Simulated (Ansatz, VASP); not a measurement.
# AlFe3: VASP beside Ansatz

Contents of INCAR:

```
PREC = Accurate ; ENCUT = 690
EDIFF = 1E-6 ; ISMEAR = -1
SIGMA = 0.1 ; LREAL = False
LASPH = True ; NELM = 200
ALGO = Normal ; ISIF = 2
LWAVE = False ; LCHARG = False
ISPIN = 2 ; MAGMOM = 0 2.4 2.4 2.4
LORBIT = 11 ; LMAXMIX = 4
NBANDS = 38 ; GGA_COMPAT = False
```

KPOINTS

```
regular mesh
0
Gamma
  6 6 6
```

POSCAR

```
AlFe3
1.0
    3.4874732743      0.0000000000      0.0000000000
    0.0000000000      3.4874732743      0.0000000000
    0.0000000000      0.0000000000      3.4874732743
Al Fe
1 3
Direct
    0.0000000000      0.0000000000      0.0000000000
    0.0000000000      0.5000000000      0.5000000000
    0.5000000000      0.0000000000      0.5000000000
    0.5000000000      0.5000000000      0.0000000000
```

Input for Ansatz:

```yaml
crystal:
  lattice:
    - [3.487473274322004, 0.0, 0.0]
    - [0.0, 3.487473274322004, 0.0]
    - [0.0, 0.0, 3.487473274322004]
  atoms:
    - { symbol: Al, position: [0.0, 0.0, 0.0] }
    - { symbol: Fe, position: [0.0, 0.5, 0.5], spin: 2.4 }
    - { symbol: Fe, position: [0.5, 0.0, 0.5], spin: 2.4 }
    - { symbol: Fe, position: [0.5, 0.5, 0.0], spin: 2.4 }
basis:
  ecutwfc: 550.0
kpoints:
  mp_grid:
    grid: [6, 6, 6]
hamiltonian:
  xc: lda
  pseudopotentials:
    kind: paw
magnetization:
  spin_polarized: true
scf:
  occupations:
    method: fermi_dirac
```

Alike in both runs: task single point; functional LDA; k mesh 6 × 6 × 6; collinear spin.

|  | VASP | Ansatz |
| --- | --- | --- |
| version | VASP 6.6.1 | Ansatz 0.2.0 |
| potentials or method | VASP PAW LDA potentials, release 64 (Al, Fe_sv), cutoff 690 eV | plane waves, PAW |
| occupations | fermi-dirac, width 0.1 eV | fermi-dirac |
| valence electrons in the cell | 51 | 51 |

VASP gave:

- net moment per atom (μB): 1.26
- size of the moment on the site where the two differ most (μB): 1.60

Question: Estimate Ansatz's values.

Answer: net moment per atom (μB): 1.34; size of the moment on the site where the two differ most (μB): 1.77.

LDA's correlation is that of Perdew and Zunger in VASP and of Perdew and Wang (1992) in Ansatz. Site moments also hang on the region over which each program counts them.
